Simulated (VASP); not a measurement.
# TaN (Pm-3m) in VASP: notebook

The runs below take TaN through single point, with r2SCAN+U.

All numbers are computed with VASP 6.6.1; they aren't measurements. Logs are shortened: lines on timing, memory, paths and dates and some standing lists are left out, and cuts for length are marked.

### 1 The cell of the first run

It takes space group Pm-3m (No. 221, cubic). The conventional cell has a = 2.732 Å, b = 2.732 Å, c = 2.732 Å, α = 90.00°, β = 90.00°, γ = 90.00°. Ta (site symmetry m-3m) has 8 N at 2.37 Å and 6 Ta at 2.73 Å within 3.1 Å. N (site symmetry m-3m) has 8 Ta at 2.37 Å and 6 N at 2.73 Å within 3.1 Å.

### 2 Single point, r2SCAN+U, collinear spin, ferromagnetic start

POSCAR reads:

```
TaN
1.0
    2.7323076900      0.0000000000      0.0000000000
    0.0000000000      2.7323076900      0.0000000000
    0.0000000000      0.0000000000      2.7323076900
Ta N
1 1
Direct
    0.0000000000      0.0000000000      0.0000000000
    0.5000000000      0.5000000000      0.5000000000
```

INCAR.step1 reads:

```
SYSTEM = TaN
ALGO = Normal
EDIFF = 1E-4
ENCUT = 520
GGA = PE
ISMEAR = 0
ISPIN = 2
LASPH = .TRUE.
LCHARG = .FALSE.
LDAU = .TRUE.
LDAUJ = 0 0
LDAUL = 2 -1
LDAUTYPE = 2
LDAUU = 1 0
LMAXMIX = 4
LREAL = .FALSE.
LWAVE = .TRUE.
MAGMOM = 0.12 0.01
NBANDS = 19
NELM = 150
PREC = Accurate
SIGMA = 0.05
```

INCAR.step2 reads:

```
SYSTEM = TaN
ALGO = Normal
EDIFF = 1E-6
ENCUT = 520
ISIF = 2
ISMEAR = 0
ISPIN = 2
ISTART = 1
LASPH = .TRUE.
LCHARG = .FALSE.
LDAU = .TRUE.
LDAUJ = 0 0
LDAUL = 2 -1
LDAUPRINT = 1
LDAUTYPE = 2
LDAUU = 1 0
LMAXMIX = 4
LMIXTAU = .TRUE.
LORBIT = 11
LREAL = .FALSE.
LWAVE = .FALSE.
MAGMOM = 0.12 0.01
METAGGA = R2SCAN
NBANDS = 19
NELM = 150
PREC = Accurate
SIGMA = 0.05
```

KPOINTS reads:

```
k-points
0
G
  7 7 7
  0 0 0
```

Potentials or basis: VASP PAW PBE potentials, release 64 (Ta_pv, N).

Launch:

```console
> cat potpaw_PBE.64/Ta_pv/POTCAR potpaw_PBE.64/N/POTCAR > POTCAR
> cp INCAR.step1 INCAR
> mpirun -np 1 vasp_std > vasp.out
> cp INCAR.step2 INCAR
> mpirun -np 1 vasp_std > vasp.out
```

OUTCAR:

```text
SYSTEM = TaN
   EDIFF = 1E-6
   ENCUT = 520
   ISIF = 2
   ISMEAR = 0
   ISPIN = 2
   ISTART = 1
   LASPH = .TRUE.
   LORBIT = 11
   LREAL = .FALSE.
   METAGGA = R2SCAN
   NELM = 150
   PREC = Accurate

 ion  position               nearest neighbor table
   1  0.000  0.000  0.000-   2 2.37   2 2.37   2 2.37   2 2.37   2 2.37   2 2.37   2 2.37   2 2.37

   2  0.500  0.500  0.500-   1 2.37   1 2.37   1 2.37   1 2.37   1 2.37   1 2.37   1 2.37   1 2.37

  LATTYP: Found a simple cubic cell.
 ALAT       =     2.7323076900

  Lattice vectors:

 A1 = (   2.7323076900,   0.0000000000,   0.0000000000)
 A2 = (   0.0000000000,   2.7323076900,   0.0000000000)
 A3 = (   0.0000000000,   0.0000000000,   2.7323076900)

Analysis of symmetry for initial positions (statically):
=====================================================================
 Subroutine PRICEL returns:
 Original cell was already a primitive cell.

 Routine SETGRP: Setting up the symmetry group for a
 simple cubic supercell.

 Subroutine GETGRP returns: Found 48 space group operations
 (whereof 48 operations were pure point group operations)
 out of a pool of 48 trial point group operations.

The static configuration has the point symmetry O_h .

Analysis of symmetry for dynamics (positions and initial velocities):
=====================================================================
 Subroutine PRICEL returns:
 Original cell was already a primitive cell.

 Routine SETGRP: Setting up the symmetry group for a
 simple cubic supercell.

 Subroutine GETGRP returns: Found 48 space group operations
 (whereof 48 operations were pure point group operations)
 out of a pool of 48 trial point group operations.

The dynamic configuration has the point symmetry O_h .

Analysis of structural, dynamic, and magnetic symmetry:
=====================================================================
 Subroutine PRICEL returns:
 Original cell was already a primitive cell.

 Routine SETGRP: Setting up the symmetry group for a
 simple cubic supercell.

 Subroutine GETGRP returns: Found 48 space group operations
 (whereof 48 operations were pure point group operations)
 out of a pool of 48 trial point group operations.

The overall configuration has the point symmetry O_h .

 Subroutine INISYM returns: Found 48 space group operations
 (whereof 48 operations are pure point group operations),
 and found     1 'primitive' translations

----------------------------------------------------------------------------------------

                                     Primitive cell

  volume of cell :      20.3981

  direct lattice vectors                    reciprocal lattice vectors
     2.732307690  0.000000000  0.000000000     0.365990991  0.000000000  0.000000000
     0.000000000  2.732307690  0.000000000     0.000000000  0.365990991  0.000000000
     0.000000000  0.000000000  2.732307690     0.000000000  0.000000000  0.365990991

  length of vectors
     2.732307690  2.732307690  2.732307690     0.365990991  0.365990991  0.365990991

  position of ions in fractional coordinates (direct lattice)
     0.000000000  0.000000000  0.000000000
     0.500000000  0.500000000  0.500000000

  ion indices of the primitive-cell ions
   primitive index   ion index
                 1           1
                 2           2

----------------------------------------------------------------------------------------

 KPOINTS: k-points

Automatic generation of k-mesh.
 Grid dimensions read from file:
 generate k-points for:    7    7    7

 Generating k-lattice:

  Cartesian coordinates                     Fractional coordinates (reciprocal lattice)
     0.052284427  0.000000000  0.000000000     0.142857143  0.000000000  0.000000000
     0.000000000  0.052284427  0.000000000     0.000000000  0.142857143  0.000000000
     0.000000000  0.000000000  0.052284427     0.000000000  0.000000000  0.142857143

  Length of vectors
     0.052284427  0.052284427  0.052284427

  Shift w.r.t. Gamma in fractional coordinates (k-lattice)
     0.000000000  0.000000000  0.000000000

 Subroutine IBZKPT returns following result:
 ===========================================

 Found     20 irreducible k-points:

 Following reciprocal coordinates:
            Coordinates               Weight
  0.000000  0.000000  0.000000      1.000000
  0.142857  0.000000  0.000000      6.000000
  0.285714  0.000000  0.000000      6.000000
  0.428571  0.000000  0.000000      6.000000
  0.142857  0.142857  0.000000     12.000000
  0.285714  0.142857  0.000000     24.000000
[... 12 lines left out ...]
  0.428571  0.428571  0.285714     24.000000
  0.428571  0.428571  0.428571      8.000000
   k-points           NKPTS =     20   k-points in BZ     NKDIM =     20   number of bands    NBANDS=     19
   number of dos      NEDOS =    301   number of ions     NIONS =      2
   total plane-waves  NPLWV =   8000
   dimension x,y,z NGX =    20 NGY =   20 NGZ =   20
   dimension x,y,z NGXF=    40 NGYF=   40 NGZF=   40
   ions per type =               1   1
   NGX,Y,Z   is equivalent  to a cutoff of  12.17, 12.17, 12.17 a.u.
   NGXF,Y,Z  is equivalent  to a cutoff of  24.34, 24.34, 24.34 a.u.
 SYSTEM =  TaN
   PREC   = accura    normal or accurate (medium, high low for compatibility)
   ISTART =      1    job   : 0-new  1-cont  2-samecut
   ICHARG =      0    charge: 1-file 2-atom 10-const
   ISPIN  =      2    spin polarized calculation?
   LNONCOLLINEAR =      F non collinear calculations
   LSORBIT =      F    spin-orbit coupling
   LASPH  =      T    aspherical Exc in radial PAW
   ENCUT  =  520.0 eV  38.22 Ry    6.18 a.u.   5.08  5.08  5.08*2*pi/ulx,y,z
   NELM   =    150;   NELMIN=  2; NELMDL=  0     # of ELM steps
   EDIFF  = 0.1E-05   stopping-criterion for ELM
   LREAL  =      F    real-space projection
   EDIFFG = 0.1E-04   stopping-criterion for IOM
   NSW    =      0    number of steps for IOM
   IBRION =     -1    ionic relax: 0-MD 1-quasi-New 2-CG
   NFREE  =      0    steps in history (QN), initial steepest desc. (CG)
   ISIF   =      2    stress and relaxation
   ISYM   =      2    0-nonsym 1-usesym 2-fastsym
   POTIM  = 0.5000    time-step for ionic-motion
   TEBEG  =    0.0;   TEEND  =   0.0 temperature during run
   PSTRESS=    0.0 pullay stress
   NELECT =      16.0000    total number of electrons
   NUPDOWN=      -1.0000    fix difference up-down
   EMIN   =  10.00;   EMAX   =-10.00  energy-range for DOS
   EFERMI =   0.00;   METHOD = LEGACY
   ISMEAR =     0;   SIGMA  =   0.05  broadening in eV -4-tet -1-fermi 0-gaus
   EFERMI_NEDOS =   21; number of points for ismear=-14 and -15
   IALGO  =     38    algorithm
   IMIX   =      4    mixing-type and parameters
     AMIX     =   0.40;   BMIX     =  1.00
     AMIX_MAG =   1.60;   BMIX_MAG =  1.00
  volume/ion in A,a.u.               =      10.20        68.83
  Fermi-wavevector in a.u.,A,eV,Ry     =   1.509797  2.853103 31.014303  2.279487
  Thomas-Fermi vector in A             =   2.620072
   LORBIT       =     11    0 simple, 1 ext, 2 COOP (PROOUT), +10 PAW based schemes
 LDA+U is selected, type is set to LDAUTYPE =  2
   angular momentum for each species LDAUL =     2   -1
   U (eV)           for each species LDAUU =   1.0  0.0
   J (eV)           for each species LDAUJ =   0.0  0.0
   METAGGA = R2SCAN    functional components
   LHFCALC =     F    Hartree Fock is set to
   AEXX    =    0.0000 exact exchange contribution
   IVDW    =     0    specifies the selected vdW correction
   LEPSILON=     F    determine dielectric tensor
   LRPA    =     F    only Hartree local field effects (RPA)
 spin polarized calculation
 Gauss-broadening in eV      SIGMA  =   0.05
  energy-cutoff  :      520.00
  volume of cell :       20.40
 maximum number of plane-waves:       556
   NGX = 11   NGY = 11   NGZ = 11

atom =   1  type =  1  l = 2

 onsite density matrix

spin component  1

  0.1604 -0.0000 -0.0000 -0.0000  0.0000
 -0.0000  0.1604  0.0000 -0.0000 -0.0000
 -0.0000  0.0000  0.4385  0.0000  0.0000
 -0.0000 -0.0000  0.0000  0.1604  0.0000
  0.0000 -0.0000  0.0000  0.0000  0.4385

spin component  2

  0.1553 -0.0000 -0.0000 -0.0000  0.0000
 -0.0000  0.1553  0.0000 -0.0000 -0.0000
 -0.0000  0.0000  0.3736  0.0000  0.0000
 -0.0000 -0.0000  0.0000  0.1553  0.0000
  0.0000 -0.0000  0.0000  0.0000  0.3736

 occupancies and eigenvectors

  o =  0.1553  v =  0.0000  0.0000  0.0000  0.0000  0.0000  1.0000  0.0000  0.0000  0.0000  0.0000      0.0000  0.0000  0.0000  0.0000  0.0000  0.0000  0.0000  0.0000  0.0000  0.0000
  o =  0.1553  v =  0.0000  0.0000  0.0000  0.0000  0.0000  0.0000 -0.9999  0.0000  0.0100 -0.0000      0.0000  0.0000  0.0000  0.0000  0.0000  0.0000  0.0000  0.0000  0.0000  0.0000
  o =  0.1553  v =  0.0000  0.0000  0.0000  0.0000  0.0000  0.0000  0.0100 -0.0000  0.9999  0.0000      0.0000  0.0000  0.0000  0.0000  0.0000  0.0000  0.0000  0.0000  0.0000  0.0000
  o =  0.1604  v =  1.0000  0.0000  0.0000  0.0000  0.0000  0.0000  0.0000  0.0000  0.0000  0.0000      0.0000  0.0000  0.0000  0.0000  0.0000  0.0000  0.0000  0.0000  0.0000  0.0000
  o =  0.1604  v =  0.0000  1.0000 -0.0000 -0.0056  0.0000  0.0000  0.0000  0.0000  0.0000  0.0000      0.0000  0.0000  0.0000  0.0000  0.0000  0.0000  0.0000  0.0000  0.0000  0.0000
  o =  0.1604  v =  0.0000  0.0056 -0.0000  1.0000 -0.0000  0.0000  0.0000  0.0000  0.0000  0.0000      0.0000  0.0000  0.0000  0.0000  0.0000  0.0000  0.0000  0.0000  0.0000  0.0000
  o =  0.3736  v =  0.0000  0.0000  0.0000  0.0000  0.0000  0.0000 -0.0000 -1.0000 -0.0000  0.0021      0.0000  0.0000  0.0000  0.0000  0.0000  0.0000  0.0000  0.0000  0.0000  0.0000
  o =  0.3736  v =  0.0000  0.0000  0.0000  0.0000  0.0000  0.0000 -0.0000  0.0021  0.0000  1.0000      0.0000  0.0000  0.0000  0.0000  0.0000  0.0000  0.0000  0.0000  0.0000  0.0000
  o =  0.4385  v =  0.0000 -0.0000 -1.0000 -0.0000  0.0039  0.0000  0.0000  0.0000  0.0000  0.0000      0.0000  0.0000  0.0000  0.0000  0.0000  0.0000  0.0000  0.0000  0.0000  0.0000
  o =  0.4385  v =  0.0000  0.0000 -0.0039  0.0000 -1.0000  0.0000  0.0000  0.0000  0.0000  0.0000      0.0000  0.0000  0.0000  0.0000  0.0000  0.0000  0.0000  0.0000  0.0000  0.0000

 number of electron      16.0000010 magnetization       0.1929287

 Free energy of the ion-electron system (eV)
  ---------------------------------------------------
  ext. energy  EPLUGINS =         0.00000000
  ---------------------------------------------------
  free energy    TOTEN  =       -57.75331973 eV

  energy without entropy =      -57.75300861  energy(sigma->0) =      -57.75316417

 E-fermi :   9.8899     XC(G=0): -14.7641

 val. band max:        9.8785409877   @ k =   0.2857   0.0000   0.0000
 cond. band min:       9.9803110140   @ k =   0.2857   0.1429   0.1429
 fundamental gap:      0.1017700263
 Fermi energy:         9.8898923077

 spin component 1

 k-point     1 :       0.0000    0.0000    0.0000
  band No.  band energies     occupation
      1     -27.1427      1.00000
      2     -27.1427      1.00000
      3     -27.1427      1.00000
      4      -9.9427      1.00000
      5       4.1360      1.00000
      6       4.1364      1.00000
[... 416 lines left out ...]
      5       0.4211      1.00000
      6       0.4211      1.00000
[... 11 lines left out ...]
     18      35.5327      0.00000
     19      35.5327      0.00000
 Fermi energy:         9.8898923077

 spin component 2

 k-point     1 :       0.0000    0.0000    0.0000
  band No.  band energies     occupation
      1     -27.0392      1.00000
      2     -27.0392      1.00000
      3     -27.0392      1.00000
      4      -9.9176      1.00000
      5       4.5002      1.00000
      6       4.5005      1.00000
[... 417 lines left out ...]
      6       0.4472      1.00000
[... 11 lines left out ...]
     18      35.5436      0.00000
     19      35.5436      0.00000

------------------------ aborting loop because EDIFF is reached ----------------------------------------

  FORCE on cell =-STRESS in cart. coord.  units (eV):
  Direction    XX          YY          ZZ          XY          YZ          ZX
  --------------------------------------------------------------------------------------
  -------------------------------------------------------------------------------------
  Total        0.8390116      0.8390116      0.8390116      0.0000000     -0.0000000      0.0000000
  in kB       65.9006522     65.9006522     65.9006522      0.0000000     -0.0000000      0.0000000
  external PRESSURE =      65.9006522 kB  Pullay stress =       0.0000000 kB

 VOLUME and BASIS-vectors are now :
 -----------------------------------------------------------------------------
  energy-cutoff  :      520.00
  volume of cell :       20.40
      direct lattice vectors                 reciprocal lattice vectors
     2.732307690  0.000000000  0.000000000     0.365990991  0.000000000  0.000000000
     0.000000000  2.732307690  0.000000000     0.000000000  0.365990991  0.000000000
     0.000000000  0.000000000  2.732307690     0.000000000  0.000000000  0.365990991

 POSITION                                       TOTAL-FORCE (eV/Angst)
 -----------------------------------------------------------------------------------
      0.00000      0.00000      0.00000         0.000000      0.000000      0.000000
      1.36615      1.36615      1.36615         0.000000      0.000000      0.000000
 -----------------------------------------------------------------------------------
    total drift:                                0.000000      0.000000      0.000000

  FREE ENERGIE OF THE ION-ELECTRON SYSTEM (eV)
  ---------------------------------------------------
  free  energy   TOTEN  =       -57.7533197306 eV

  energy  without entropy=      -57.7530086065  energy(sigma->0) =      -57.75316417

 total charge

# of ion       s       p       d       tot
------------------------------------------
    1        0.302   6.201   2.520   9.023
    2        1.240   2.497   0.000   3.737
--------------------------------------------------
tot          1.542   8.699   2.520  12.761

 magnetization (x)

# of ion       s       p       d       tot
------------------------------------------
    1        0.000   0.012   0.144   0.156
    2        0.000   0.004   0.000   0.004
--------------------------------------------------
tot          0.000   0.016   0.144   0.159
```

Run time: 42 s. Hardware: 1 thread of Intel Xeon 6975P-C, shared host; peak memory 0.14 GiB.

Results:

```yaml
Free_energy: -57.7533 eV
Pressure: 6.6 GPa
Net_moment: 0.19 μB per cell
Site_moments: Ta +0.16; N +0.00 μB
Valence_electrons_inside_the_program's_atomic_spheres: Ta 9.02; N 3.74
```

Eigenvalues of the final occupation matrices:
```csv
site,spin,trace,eigenvalues
site 1 d,1,1.36,0.16 0.16 0.16 0.44 0.44
site 1 d,2,1.21,0.16 0.16 0.16 0.37 0.37
```

Caveat: the PAW data sets were made with another functional, which shifts forces and pressure a little; spin-orbit coupling is left out, which moves the levels of the heavy elements. The state reached can hang on the start; a lower one may exist.

### 3 Single point, r2SCAN+U, collinear spin, ferromagnetic start

POSCAR is that of step 2.

INCAR.step1 reads:

```
  PREC = Accurate
  ENCUT = 520
  ISMEAR = 0
  SIGMA = 0.05
  LREAL = False
  LASPH = True
  NELM = 150
  ISPIN = 2
  MAGMOM = 0.12 0.01
  LMAXMIX = 4
  LDAU = True
  LDAUTYPE = 2
  LDAUL = 2 -1
  LDAUU = 1 0
  LDAUJ = 0 0
  NBANDS = 19
  GGA = PE
  ALGO = Normal
  EDIFF = 1E-4
  LWAVE = True
  LCHARG = False
```

INCAR.step2 reads:

```
  PREC = Accurate
  ENCUT = 520
  EDIFF = 1E-7
  ISMEAR = 0
  SIGMA = 0.05
  LREAL = False
  LASPH = True
  NELM = 150
  ALGO = Normal
  ISIF = 2
  LWAVE = False
  LCHARG = False
  ISPIN = 2
  MAGMOM = 0.12 0.01
  LORBIT = 11
  LMAXMIX = 4
  LDAU = True
  LDAUTYPE = 2
  LDAUL = 2 -1
  LDAUU = 1 0
  LDAUJ = 0 0
  LDAUPRINT = 1
  METAGGA = R2SCAN
  LMIXTAU = True
  NBANDS = 19
  ISTART = 1
```

KPOINTS reads:

```
regular mesh
0
Gamma
  7 7 7
```

Potentials or basis: VASP PAW PBE potentials, release 64 (Ta_pv, N).

Launch:

```console
> cat potpaw_PBE.64/Ta_pv/POTCAR potpaw_PBE.64/N/POTCAR > POTCAR
> cp INCAR.step1 INCAR
> mpirun -np 1 vasp_std > vasp.out
> cp INCAR.step2 INCAR
> mpirun -np 1 vasp_std > vasp.out
```

Run time: 45 s. Hardware: 1 thread of Intel Xeon 6975P-C, shared host; peak memory 0.15 GiB.

It converged, with:

```yaml
Free_energy: -57.7533 eV
Pressure: 6.6 GPa
Net_moment: 0.19 μB per cell
Site_moments: Ta +0.16; N +0.00 μB
Valence_electrons_inside_the_program's_atomic_spheres: Ta 9.02; N 3.74
```

Levels at points of the mesh, in eV from the Fermi level:
Spin up:
| k point | band 6 | band 7 | band 8 | band 9 | band 10 | band 11 |
| --- | --- | --- | --- | --- | --- | --- |
| (0.00, 0.00, 0.00) | -5.75 | -3.25 | -3.25 | -3.25 | 2.31 | 4.04 |
Spin down:
```tsv
k point	band 4	band 5	band 6	band 7	band 8	band 9	band 10	band 11	band 12	band 13
(0.00, 0.00, 0.00)	-19.81	-5.39	-5.39	-3.24	-3.24	-3.24	2.50	4.11	4.11	4.11
```

Eigenvalues of the final occupation matrices:
```csv
site,spin,trace,eigenvalues
site 1 d,1,1.36,0.16 0.16 0.16 0.44 0.44
site 1 d,2,1.21,0.16 0.16 0.16 0.37 0.37
```

Caveat: the PAW data sets were made with another functional, which shifts forces and pressure a little; spin-orbit coupling is left out, which moves the levels of the heavy elements.
